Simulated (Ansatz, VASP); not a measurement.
## Two plane-wave programs on SnO2

```xyz
3
Lattice="1.6171 0.9336 4.8006 -1.6171 0.9336 4.8006 0.0000 -1.8673 4.8006" Properties=species:S:1:pos:R:3 pbc="T T T"
Sn    0.0000   -0.1500    6.9009
O     0.0000    0.0000    3.4157
O     0.0000    0.0000   10.9861
```

Alike in both runs: task single point; functional LDA; k mesh 12 × 12 × 12; occupations gaussian, width 0.05 eV; no spin polarisation.

|  | VASP | Ansatz |
| --- | --- | --- |
| version | VASP 6.6.1 | Ansatz 0.2.0 |
| potentials or method | VASP PAW LDA potentials, release 64 (Sn_d, O), cutoff 520 eV | scalar-relativistic, plane waves, PAW |
| valence electrons in the cell | 26 | 26 |

```csv
,VASP,Ansatz,Ansatz less VASP
gap on the k mesh at the Fermi level (eV),0.98,0.99,+0.006
least direct gap on the mesh (eV),0.98,0.99,+0.006
pressure (GPa),-2.5,-3.2,-0.65
"traceless stress, the component that is largest in VASP (GPa)",12.05,11.69,-0.359
rms of the force components (eV/Å),2.346,2.331,-0.0153
```

LDA's correlation is that of Perdew and Zunger in VASP and of Perdew and Wang (1992) in Ansatz. Atom by atom the forces differ by 0.039 eV/Å (rms over components).
